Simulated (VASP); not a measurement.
# Li2Se (Fm-3m) in VASP: settings compared

Li2Se is run at these levels: r2SCAN, HSE06; tasks: single point.

Program: VASP 6.6.1. These are calculated values, not measurements. Logs are shortened: lines on timing, memory, paths and dates and some standing lists are left out, and cuts for length are marked.

## 1. The cell of the first run

It takes space group Fm-3m (No. 225, cubic). Conventional cell: a = 5.987 Å, b = 5.987 Å, c = 5.987 Å, α = 90.00°, β = 90.00°, γ = 90.00°. Within 3.4 Å of Li (site symmetry -43m) lie 4 Se at 2.59 Å and 6 Li at 2.99 Å. Se (site symmetry m-3m) has 8 Li at 2.59 Å within 3.4 Å.

## 2. Single point, r2SCAN

Input file POSCAR:

```
Li2Se
1.0
    0.0000000000      2.9934588661      2.9934588661
    2.9934588661      0.0000000000      2.9934588661
    2.9934588661      2.9934588661      0.0000000000
Li Se
2 1
Direct
    0.2500000000      0.2500000000      0.2500000000
    0.7500000000      0.7500000000      0.7500000000
    0.0000000000      0.0000000000      0.0000000000
```

Input file INCAR.step1:

```
SYSTEM = Li2Se
PREC     = Accurate       ! precision mode
ENCUT    = 830            ! plane-wave cutoff, eV
ISMEAR   = 0              ! smearing method
SIGMA    = 0.01           ! smearing width, eV
LREAL    = .False.        ! projectors in reciprocal space
LASPH    = .True.         ! aspherical terms in the spheres
NELM     = 120            ! most SCF steps
NBANDS   = 13             ! bands
GGA      = PE             ! functional
ALGO     = Normal         ! electronic algorithm
EDIFF    = 1E-5           ! SCF threshold, eV
LWAVE    = .True.         ! write WAVECAR
LCHARG   = .False.        ! write CHGCAR
GGA_COMPAT= .False.
```

Input file INCAR.step2:

```
SYSTEM = Li2Se
PREC     = Accurate       ! precision mode
ENCUT    = 830            ! plane-wave cutoff, eV
EDIFF    = 1E-6           ! SCF threshold, eV
ISMEAR   = 0              ! smearing method
SIGMA    = 0.01           ! smearing width, eV
LREAL    = .False.        ! projectors in reciprocal space
LASPH    = .True.         ! aspherical terms in the spheres
NELM     = 120            ! most SCF steps
ALGO     = Normal         ! electronic algorithm
ISIF     = 2              ! what is computed and relaxed
LWAVE    = .False.        ! write WAVECAR
LCHARG   = .False.        ! write CHGCAR
METAGGA  = R2SCAN         ! meta-GGA
LMIXTAU  = .True.       
NBANDS   = 13             ! bands
ISTART   = 1            
GGA_COMPAT= .False.
```

Input file KPOINTS:

```
Automatic mesh
0
Gamma
  6 6 6
  0 0 0
```

Potentials or basis: VASP PAW PBE potentials, release 64 (Li_sv, Se).

Launch:

```sh
> cat potpaw_PBE.64/Li_sv/POTCAR potpaw_PBE.64/Se/POTCAR > POTCAR
> cp INCAR.step1 INCAR
> mpirun -np 1 vasp_std > vasp.out
> cp INCAR.step2 INCAR
> mpirun -np 1 vasp_std > vasp.out
```

OUTCAR:

```text
SYSTEM = Li2Se
   PREC = Accurate
   ENCUT = 830
   EDIFF = 1E-6
   ISMEAR = 0
   LREAL = .False.
   LASPH = .True.
   NELM = 120
   ISIF = 2
   METAGGA = R2SCAN
   ISTART = 1

 ion  position               nearest neighbor table
   1  0.250  0.250  0.250-   3 2.59   3 2.59   3 2.59   3 2.59
   2  0.750  0.750  0.750-   3 2.59   3 2.59   3 2.59   3 2.59
   3  0.000  0.000  0.000-   1 2.59   2 2.59   2 2.59   2 2.59   2 2.59   1 2.59   1 2.59   1 2.59

  LATTYP: Found a face centered cubic cell.
 ALAT       =     5.9869177322

  Lattice vectors:

 A1 = (   0.0000000000,   2.9934588661,   2.9934588661)
 A2 = (   2.9934588661,   0.0000000000,   2.9934588661)
 A3 = (   2.9934588661,   2.9934588661,   0.0000000000)

Analysis of symmetry for initial positions (statically):
=====================================================================
 Subroutine PRICEL returns:
 Original cell was already a primitive cell.

 Routine SETGRP: Setting up the symmetry group for a
 face centered cubic supercell.

 Subroutine GETGRP returns: Found 48 space group operations
 (whereof 48 operations were pure point group operations)
 out of a pool of 48 trial point group operations.

The static configuration has the point symmetry O_h .

Analysis of symmetry for dynamics (positions and initial velocities):
=====================================================================
 Subroutine PRICEL returns:
 Original cell was already a primitive cell.

 Routine SETGRP: Setting up the symmetry group for a
 face centered cubic supercell.

 Subroutine GETGRP returns: Found 48 space group operations
 (whereof 48 operations were pure point group operations)
 out of a pool of 48 trial point group operations.

The dynamic configuration has the point symmetry O_h .

 Subroutine INISYM returns: Found 48 space group operations
 (whereof 48 operations are pure point group operations),
 and found     1 'primitive' translations

----------------------------------------------------------------------------------------

                                     Primitive cell

  volume of cell :      53.6475

  direct lattice vectors                    reciprocal lattice vectors
     0.000000000  2.993458866  2.993458866    -0.167030857  0.167030857  0.167030857
     2.993458866  0.000000000  2.993458866     0.167030857 -0.167030857  0.167030857
     2.993458866  2.993458866  0.000000000     0.167030857  0.167030857 -0.167030857

  length of vectors
     4.233390127  4.233390127  4.233390127     0.289305931  0.289305931  0.289305931

  position of ions in fractional coordinates (direct lattice)
     0.250000000  0.250000000  0.250000000
     0.750000000  0.750000000  0.750000000
     0.000000000  0.000000000  0.000000000

  ion indices of the primitive-cell ions
   primitive index   ion index
                 1           1
                 2           2
                 3           3

----------------------------------------------------------------------------------------

 KPOINTS: Automatic mesh

Automatic generation of k-mesh.
 Grid dimensions read from file:
 generate k-points for:    6    6    6

 Generating k-lattice:

  Cartesian coordinates                     Fractional coordinates (reciprocal lattice)
    -0.027838476  0.027838476  0.027838476     0.166666667  0.000000000  0.000000000
     0.027838476 -0.027838476  0.027838476     0.000000000  0.166666667  0.000000000
     0.027838476  0.027838476 -0.027838476     0.000000000  0.000000000  0.166666667

  Length of vectors
     0.048217655  0.048217655  0.048217655

  Shift w.r.t. Gamma in fractional coordinates (k-lattice)
     0.000000000  0.000000000  0.000000000

 Subroutine IBZKPT returns following result:
 ===========================================

 Found     16 irreducible k-points:

 Following reciprocal coordinates:
            Coordinates               Weight
  0.000000  0.000000  0.000000      1.000000
  0.166667  0.000000  0.000000      8.000000
  0.333333  0.000000  0.000000      8.000000
  0.500000  0.000000  0.000000      4.000000
  0.166667  0.166667  0.000000      6.000000
  0.333333  0.166667  0.000000     24.000000
[... 8 lines left out ...]
 -0.333333  0.333333  0.166667     24.000000
 -0.333333  0.500000  0.166667     12.000000
   k-points           NKPTS =     16   k-points in BZ     NKDIM =     16   number of bands    NBANDS=     13
   number of dos      NEDOS =    301   number of ions     NIONS =      3
   total plane-waves  NPLWV =  64000
   dimension x,y,z NGX =    40 NGY =   40 NGZ =   40
   dimension x,y,z NGXF=    80 NGYF=   80 NGZF=   80
   ions per type =               2   1
   NGX,Y,Z   is equivalent  to a cutoff of  15.71, 15.71, 15.71 a.u.
   NGXF,Y,Z  is equivalent  to a cutoff of  31.42, 31.42, 31.42 a.u.
 SYSTEM =  Li2Se
   PREC   = accura    normal or accurate (medium, high low for compatibility)
   ISTART =      1    job   : 0-new  1-cont  2-samecut
   ICHARG =      0    charge: 1-file 2-atom 10-const
   ISPIN  =      1    spin polarized calculation?
   LNONCOLLINEAR =      F non collinear calculations
   LSORBIT =      F    spin-orbit coupling
   LASPH  =      T    aspherical Exc in radial PAW
   ENCUT  =  830.0 eV  61.00 Ry    7.81 a.u.   9.94  9.94  9.94*2*pi/ulx,y,z
   NELM   =    120;   NELMIN=  2; NELMDL=  0     # of ELM steps
   EDIFF  = 0.1E-05   stopping-criterion for ELM
   LREAL  =      F    real-space projection
   EDIFFG = 0.1E-04   stopping-criterion for IOM
   NSW    =      0    number of steps for IOM
   IBRION =     -1    ionic relax: 0-MD 1-quasi-New 2-CG
   NFREE  =      0    steps in history (QN), initial steepest desc. (CG)
   ISIF   =      2    stress and relaxation
   ISYM   =      2    0-nonsym 1-usesym 2-fastsym
   POTIM  = 0.5000    time-step for ionic-motion
   TEBEG  =    0.0;   TEEND  =   0.0 temperature during run
   PSTRESS=    0.0 pullay stress
   NELECT =      12.0000    total number of electrons
   NUPDOWN=      -1.0000    fix difference up-down
   EMIN   =  10.00;   EMAX   =-10.00  energy-range for DOS
   EFERMI =   0.00;   METHOD = LEGACY
   ISMEAR =     0;   SIGMA  =   0.01  broadening in eV -4-tet -1-fermi 0-gaus
   EFERMI_NEDOS =   21; number of points for ismear=-14 and -15
   IALGO  =     38    algorithm
   IMIX   =      4    mixing-type and parameters
     AMIX     =   0.40;   BMIX     =  1.00
     AMIX_MAG =   1.60;   BMIX_MAG =  1.00
  volume/ion in A,a.u.               =      17.88       120.68
  Fermi-wavevector in a.u.,A,eV,Ry     =   0.993769  1.877950 13.436789  0.987576
  Thomas-Fermi vector in A             =   2.125673
   LORBIT       =      0    0 simple, 1 ext, 2 COOP (PROOUT), +10 PAW based schemes
   METAGGA = R2SCAN    functional components
   LHFCALC =     F    Hartree Fock is set to
   AEXX    =    0.0000 exact exchange contribution
   IVDW    =     0    specifies the selected vdW correction
   LEPSILON=     F    determine dielectric tensor
   LRPA    =     F    only Hartree local field effects (RPA)
 non-spin polarized calculation
 Gauss-broadening in eV      SIGMA  =   0.01
  energy-cutoff  :      830.00
  volume of cell :       53.65
 maximum number of plane-waves:      2929
   NGX = 19   NGY = 19   NGZ = 19

 number of electron      12.0000003 magnetization

 Free energy of the ion-electron system (eV)
  ---------------------------------------------------
  ext. energy  EPLUGINS =         0.00000000
  ---------------------------------------------------
  free energy    TOTEN  =       -23.43905165 eV

  energy without entropy =      -23.43905165  energy(sigma->0) =      -23.43905165

 E-fermi :   0.9482     XC(G=0):  -8.6547

 val. band max:        0.7537291632   @ k =   0.0000   0.0000   0.0000
 cond. band min:       4.2107163498   @ k =   0.5000   0.5000   0.0000
 fundamental gap:      3.4569871865
 Fermi energy:         0.9482084419

 k-point     1 :       0.0000    0.0000    0.0000
  band No.  band energies     occupation
      1     -45.3891      2.00000
      2     -45.3653      2.00000
      3     -11.0396      2.00000
      4       0.7537      2.00000
      5       0.7537      2.00000
      6       0.7537      2.00000
      7       4.9297      0.00000
      8       7.0644      0.00000
      9       7.0644      0.00000
     10       7.0644      0.00000
     11      11.9600      0.00000
     12      11.9600      0.00000
     13      12.6856      0.00000

 k-point     2 :       0.1667    0.0000    0.0000
  band No.  band energies     occupation
      1     -45.3874      2.00000
      2     -45.3668      2.00000
      3     -10.9514      2.00000
      4      -0.2405      2.00000
      5       0.6014      2.00000
      6       0.6014      2.00000
      7       5.6394      0.00000
      8       7.4389      0.00000
      9       7.4389      0.00000
     10       7.7317      0.00000
     11      10.5855      0.00000
     12      10.5855      0.00000
     13      12.8751      0.00000

 k-point     3 :       0.3333    0.0000    0.0000
  band No.  band energies     occupation
      1     -45.3828      2.00000
      2     -45.3709      2.00000
      3     -10.7603      2.00000
      4      -1.6121      2.00000
      5       0.3396      2.00000
      6       0.3396      2.00000
      7       6.4134      0.00000
      8       7.5459      0.00000
      9       7.5459      0.00000
     10       8.9510      0.00000
     11      11.1446      0.00000
     12      11.1446      0.00000
     13      13.6353      0.00000

 k-point     4 :       0.5000    0.0000    0.0000
  band No.  band energies     occupation
      1     -45.3767      2.00000
      2     -45.3767      2.00000
      3     -10.6559      2.00000
      4      -2.1669      2.00000
      5       0.2249      2.00000
      6       0.2249      2.00000
      7       6.7348      0.00000
      8       7.3504      0.00000
      9       7.3504      0.00000
     10       9.3978      0.00000
     11      13.4169      0.00000
     12      13.4169      0.00000
     13      14.0594      0.00000

 k-point     5 :       0.1667    0.1667    0.0000
  band No.  band energies     occupation
      1     -45.3869      2.00000
      2     -45.3671      2.00000
      3     -10.9226      2.00000
      4      -0.0686      2.00000
      5       0.2985      2.00000
      6       0.2985      2.00000
      7       5.7646      0.00000
      8       7.2311      0.00000
      9       7.9693      0.00000
     10       7.9693      0.00000
     11       9.4519      0.00000
     12      12.4148      0.00000
     13      13.5926      0.00000
[... 129 lines left out ...]
 k-point    14 :       0.5000    0.3333    0.1667
  band No.  band energies     occupation
      1     -45.3806      2.00000
      2     -45.3727      2.00000
      3     -10.6337      2.00000
      4      -1.4785      2.00000
      5      -0.6795      2.00000
      6      -0.1836      2.00000
      7       6.1508      0.00000
      8       7.8954      0.00000
      9       8.4604      0.00000
     10      10.2591      0.00000
     11      10.7538      0.00000
     12      13.0758      0.00000
     13      15.0869      0.00000

 k-point    15 :      -0.3333    0.3333    0.1667
  band No.  band energies     occupation
      1     -45.3766      2.00000
      2     -45.3766      2.00000
      3     -10.5639      2.00000
      4      -1.6485      2.00000
      5      -0.8611      2.00000
      6      -0.4504      2.00000
      7       6.5254      0.00000
      8       7.5750      0.00000
      9       9.8447      0.00000
     10      10.3763      0.00000
     11      10.4777      0.00000
     12      12.6625      0.00000
     13      14.2893      0.00000

 k-point    16 :      -0.3333    0.5000    0.1667
  band No.  band energies     occupation
      1     -45.3786      2.00000
      2     -45.3746      2.00000
      3     -10.5339      2.00000
      4      -1.3395      2.00000
      5      -0.9367      2.00000
      6      -0.9349      2.00000
      7       5.5120      0.00000
      8       8.6457      0.00000
      9       9.1072      0.00000
     10      10.9435      0.00000
     11      12.5162      0.00000
     12      13.4637      0.00000
     13      13.6585      0.00000

------------------------ aborting loop because EDIFF is reached ----------------------------------------

  FORCE on cell =-STRESS in cart. coord.  units (eV):
  Direction    XX          YY          ZZ          XY          YZ          ZX
  --------------------------------------------------------------------------------------
  -------------------------------------------------------------------------------------
  Total       -0.0524322     -0.0524322     -0.0524322     -0.0000000     -0.0000000      0.0000000
  in kB       -1.5658803     -1.5658803     -1.5658803     -0.0000000     -0.0000000      0.0000000
  external PRESSURE =      -1.5658803 kB  Pullay stress =       0.0000000 kB

 VOLUME and BASIS-vectors are now :
 -----------------------------------------------------------------------------
  energy-cutoff  :      830.00
  volume of cell :       53.65
      direct lattice vectors                 reciprocal lattice vectors
     0.000000000  2.993458866  2.993458866    -0.167030857  0.167030857  0.167030857
     2.993458866  0.000000000  2.993458866     0.167030857 -0.167030857  0.167030857
     2.993458866  2.993458866  0.000000000     0.167030857  0.167030857 -0.167030857

 POSITION                                       TOTAL-FORCE (eV/Angst)
 -----------------------------------------------------------------------------------
      1.49673      1.49673      1.49673         0.000000      0.000000      0.000000
      4.49019      4.49019      4.49019        -0.000000     -0.000000     -0.000000
      0.00000      0.00000      0.00000         0.000000      0.000000      0.000000
 -----------------------------------------------------------------------------------
    total drift:                                0.000000     -0.000000      0.000000

  FREE ENERGIE OF THE ION-ELECTRON SYSTEM (eV)
  ---------------------------------------------------
  free  energy   TOTEN  =       -23.4390516523 eV

  energy  without entropy=      -23.4390516523  energy(sigma->0) =      -23.43905165
```

Run time: 79 s. Hardware: 1 thread of Intel Xeon Platinum 8375C at 2.90GHz (Ice Lake), shared host; peak memory 0.26 GiB.

Results:

* Free energy: -23.4391 eV
* Pressure: -0.2 GPa
* Band gap on the k mesh: 3.46 eV (least direct gap 4.18 eV)

Caveat: the PAW data sets were made with another functional, which shifts forces and pressure a little. A k mesh can miss the band edges.

(Part 1 of 2 ends here.)
